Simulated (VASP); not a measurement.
A run of VASP 6.6.1 is set up as follows.

The input INCAR:

```
SYSTEM = Sn
PREC     = Accurate       ! precision mode
ENCUT    = 600            ! plane-wave cutoff, eV
EDIFF    = 1E-6           ! SCF threshold, eV
ISMEAR   = -1             ! smearing method
SIGMA    = 0.05           ! smearing width, eV
LREAL    = .False.        ! projectors in reciprocal space
LASPH    = .True.         ! aspherical terms in the spheres
NELM     = 80             ! most SCF steps
ALGO     = Normal         ! electronic algorithm
ISIF     = 3              ! what is computed and relaxed
LWAVE    = .False.        ! write WAVECAR
LCHARG   = .False.        ! write CHGCAR
GGA      = PS             ! functional
IBRION   = 2              ! ionic algorithm
NSW      = 60             ! ionic steps
EDIFFG   = -0.005         ! ionic threshold
PSTRESS  = 230.0
```

Contents of KPOINTS:

```
Automatic mesh
0
Gamma
  7 7 10
  0 0 0
```

Contents of POSCAR:

```
Sn
1.0
    4.8710244285      0.0000000000      0.0000000000
   -2.4355122142      4.2184308975      0.0000000000
    0.0000000000      0.0000000000      3.0200351456
Sn
3
Direct
    0.0000000000      0.0000000000      0.0000000000
    0.3333333333      0.6666666667      0.5000000000
    0.6666666667      0.3333333333      0.5000000000
```

Potentials or basis: VASP PAW PBE potentials, release 64 (Sn_d).

Launch:

```sh
$ cat potpaw_PBE.64/Sn_d/POTCAR > POTCAR
$ mpirun -np 1 vasp_std > vasp.out
```

Question: Estimate the space group after relaxing (to 0.05 Å).

Answer: P6/mmm (No. 191).

Question: Estimate the band gap on the k mesh.

Answer: Zero (band 21 reaches 13.91 eV, above the bottom of band 22 at 8.13 eV).

Step by step:
```
step  energy change (eV)  largest force (eV/Å)  pressure (GPa)  volume (Å³)
   1              0.0000                0.0000           24.04        62.06
   2             -0.1888                0.0000           20.87        63.25
   3             -0.1609                0.0000           21.38        63.05
   4              0.0186                0.0000           24.25        61.83
   5             -0.0911                0.0000           22.53        62.53
   6             -0.0896                0.0000           22.56        62.51
   7             -0.0384                0.0000           23.52        62.16
   8             -0.0648                0.0000           22.97        62.34
   9             -0.0642                0.0000           23.05        62.34
  10             -0.0700                0.0000           22.90        62.38
  11             -0.0661                0.0000           22.97        62.35
  12             -0.0656                0.0000           23.01        62.35
```

Caveat: the cell is relaxed towards a set pressure, so the enthalpy falls and the energy may rise; the PAW data sets were made with another functional, which shifts forces and pressure a little; spin-orbit coupling is left out, which moves the levels of the heavy elements.
